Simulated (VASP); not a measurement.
Write the native input for VASP 6.6.1 that does the following.

```yaml
Task: single point
Functional: r2SCAN
Potentials_or_basis: VASP PAW PBE potentials, release 64 (Zr_sv, C)
Cutoff: 520 eV
k_mesh: 12 × 12 × 13
Occupations: gaussian, width 0.1 eV
Spin: no spin polarisation
Dipole_correction: no
Further_INCAR_settings: ALGO = Normal; EDIFF = 1e-06; NBANDS = 15; ISYM = 0
```

Crystal: ZrC.

```xyz
2
Lattice="3.3315 0.0000 0.0000 -1.6658 2.8852 0.0000 1.6658 0.9617 2.7202" Properties=species:S:1:pos:R:3 pbc="T T T"
Zr    0.0000    1.9235    1.3601
C     0.0000    0.0000    0.0000
```

These files were run (other wordings do the same):

POSCAR

```
ZrC
1.0
    3.3315451702      0.0000000000      0.0000000000
   -1.6657725851      2.8852027513      0.0000000000
    1.6657725851      0.9617342504      2.7201952407
Zr C
1 1
Direct
    0.0000000000      0.5000000000      0.5000000000
    0.0000000000      0.0000000000      0.0000000000
```

INCAR.step1

```
SYSTEM = ZrC
PREC = Accurate
ENCUT = 520
ISMEAR = 0
SIGMA = 0.1
LREAL = .FALSE.
LASPH = .TRUE.
NELM = 80
NBANDS = 15
ISYM = 0
GGA = PE
ALGO = Normal
EDIFF = 1E-4
LWAVE = .TRUE.
LCHARG = .FALSE.
```

INCAR.step2

```
SYSTEM = ZrC
PREC = Accurate
ENCUT = 520
EDIFF = 1E-6
ISMEAR = 0
SIGMA = 0.1
LREAL = .FALSE.
LASPH = .TRUE.
NELM = 80
ALGO = Normal
ISIF = 2
LWAVE = .FALSE.
LCHARG = .FALSE.
METAGGA = R2SCAN
LMIXTAU = .TRUE.
NBANDS = 15
ISYM = 0
ISTART = 1
```

KPOINTS

```
Automatic mesh
0
G
  12 12 13
  0 0 0
```

Potentials or basis: VASP PAW PBE potentials, release 64 (Zr_sv, C).

Command:

```sh
$ cat potpaw_PBE.64/Zr_sv/POTCAR potpaw_PBE.64/C/POTCAR > POTCAR
$ cp INCAR.step1 INCAR
$ mpirun -np 1 vasp_std > vasp.out
$ cp INCAR.step2 INCAR
$ mpirun -np 1 vasp_std > vasp.out
```

It gave:

| Property | Result |
| --- | --- |
| Pressure | 0.2 GPa |
| Band gap on the k mesh | zero (bands 8 and 9 overlap by 1.32 eV) |

Caveat: the PAW data sets were made with another functional, which shifts forces and pressure a little.

Run time: 11 min on 1 thread of Intel(R) Xeon(R) 6975P-C (Granite Rapids), on a shared host, peak memory 0.47 GiB.
